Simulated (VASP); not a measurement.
## NaCl: single point with PBEsol+D3(BJ)

NaCl:

```
Cl Na
1.0
     0.00000    2.74790    2.74790
     2.74790    0.00000    2.74790
     2.74790    2.74790    0.00000
Cl Na
1 1
Direct
  0.50000 0.50000 0.50000
  0.00000 0.00000 0.00000
```

```yaml
Program: VASP 6.6.1
Task: single point
Functional: PBEsol
Dispersion: D3(BJ)
Potentials_or_basis: VASP PAW PBE potentials, release 64 (Cl, Na_pv)
Cutoff: 520 eV
k_mesh: 8 × 8 × 8
Occupations: fermi-dirac, width 0.05 eV
Spin: no spin polarisation
```

| Quantity | Value |
| --- | --- |
| Pressure | 0.1 GPa |
| Band gap on the k mesh | 5.23 eV, direct |
| Dispersion energy per atom | -0.207 eV |

Levels at points of the mesh, in eV from the valence-band top:
```tsv
k point	band 3	band 4	band 5	band 6	band 7	band 8	band 9	band 10	band 11	band 12
(0.00, 0.00, 0.00)	-20.52	-12.84	0.00	0.00	0.00	5.23	11.06	11.06	11.06	13.39
(0.50, 0.00, 0.00)	-20.52	-12.40	-2.22	-0.32	-0.32	7.20	11.04	11.04	11.13	15.34
(0.50, 0.50, 0.00)	-20.53	-12.35	-1.92	-0.69	-0.69	7.65	7.81	11.69	15.32	15.32
```

Wall time 18 s on 1 thread of Intel Xeon 6975P-C, on a shared host, peak memory 0.17 GiB.

Caveat: the PAW data sets were made with another functional, which shifts forces and pressure a little. As with any semilocal functional, this PBEsol gap is likely too small.
